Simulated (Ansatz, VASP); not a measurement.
**HfSnO4: VASP beside Ansatz**

INCAR

```
SYSTEM = HfSnO4
PREC = Accurate
ENCUT = 520
EDIFF = 1E-6
ISMEAR = 0
SIGMA = 0.02
LREAL = .FALSE.
LASPH = .TRUE.
NELM = 100
ALGO = Normal
ISIF = 2
LWAVE = .FALSE.
LCHARG = .FALSE.
GGA = PS
NBANDS = 33
```

The input KPOINTS:

```
regular mesh
0
G
  6 6 8
  0 0 0
```

Contents of POSCAR:

```
HfSnO4
1.0
    3.4290929406     -3.4548395925      0.0000000000
    3.4290929406      3.4548395925      0.0000000000
    0.0000000000      0.0000000000      3.2276317404
Hf Sn O
1 1 4
Direct
    0.5000000000      0.5000000000      0.5000000000
    0.0000000000      0.0000000000      0.0000000000
    0.6943534750      0.6943534750      0.0000000000
    0.8056415708      0.1943584292      0.5000000000
    0.1943584292      0.8056415708      0.5000000000
    0.3056465250      0.3056465250      0.0000000000
```

Input for Ansatz:

```yaml
crystal:
  lattice:
    - [3.4290929406, -3.4548395925, 0.0]
    - [3.4290929406, 3.4548395925, 0.0]
    - [0.0, 0.0, 3.2276317404]
  atoms:
    - { symbol: Hf, position: [0.5, 0.5, 0.5] }
    - { symbol: Sn, position: [0.0, 0.0, 0.0] }
    - { symbol: O, position: [0.694353475, 0.694353475, 0.0] }
    - { symbol: O, position: [0.8056415708, 0.1943584292, 0.5] }
    - { symbol: O, position: [0.1943584292, 0.8056415708, 0.5] }
    - { symbol: O, position: [0.305646525, 0.305646525, 0.0] }
basis:
  ecutwfc: 420
kpoints:
  mp_grid: { grid: [6, 6, 8] }
  band_path:
    path:
      - [[0.0, 0.0, 0.0], [-0.5, 0.5, 0.0], [-0.49628771, 0.50371229, 0.0]]
      - [[0.49628771, 0.49628771, 0.0], [0.0, 0.0, 0.0], [0.0, 0.0, 0.5], [0.49628771, 0.49628771, 0.5]]
      - [[-0.49628771, 0.50371229, 0.5], [-0.5, 0.5, 0.5], [-0.5, 0.5, 0.0]]
      - [[0.0, 0.0, 0.0], [0.0, 0.5, 0.0], [0.0, 0.5, 0.5], [0.0, 0.0, 0.5], [-0.5, 0.5, 0.5]]
    npoints: 14
hamiltonian:
  xc: pbesol
scf:
  occupations: { method: gaussian, width: 0.02 }
  n_extra_bands: 15
output:
  forces: true
  stress: true
  eigenvalues: true
  populations: true
  dos: { projected: true, de: 0.02, nscf_kmesh: { grid: [9, 9, 12] } }
  bader: true
  write_density: true
  write_potential: true
  elf: true
  volumetric_format: npy
```

Alike in both runs: task single point; functional PBEsol; k mesh 6 × 6 × 8; occupations gaussian, width 0.02 eV; no spin polarisation.

|  | VASP | Ansatz |
| --- | --- | --- |
| version | VASP 6.6.1 | Ansatz 0.2.0 |
| potentials or method | VASP PAW PBE potentials, release 64 (Hf_pv, Sn_d, O), cutoff 520 eV | scalar-relativistic, plane waves, PAW |
| valence electrons in the cell | 48 | 64 |

Ansatz gave:

| Item | Value |
| --- | --- |
| gap on the k mesh at the Fermi level (eV) | 2.06 |
| least direct gap on the mesh (eV) | 2.06 |
| pressure (GPa) | -6.0 |
| traceless stress, the component that is largest in VASP (GPa) | -0.78 |
| rms of the force components (eV/Å) | 0.034 |

Question: What did VASP give for the same quantities?

Answer: gap on the k mesh at the Fermi level (eV): 2.03; least direct gap on the mesh (eV): 2.03; pressure (GPa): -7.0; traceless stress, the component that is largest in VASP (GPa): -0.93; rms of the force components (eV/Å): 0.113.

VASP's potentials were made for PBE, not for PBEsol. Atom by atom the forces differ by 0.091 eV/Å (rms over components). With one functional, cell and mesh, what is left measures potentials, basis and numerics. VASP's potentials hold 48 valence electrons a cell and Ansatz's 64, so a difference there can come from the potentials and not from the codes.

Spin-orbit coupling is off throughout.
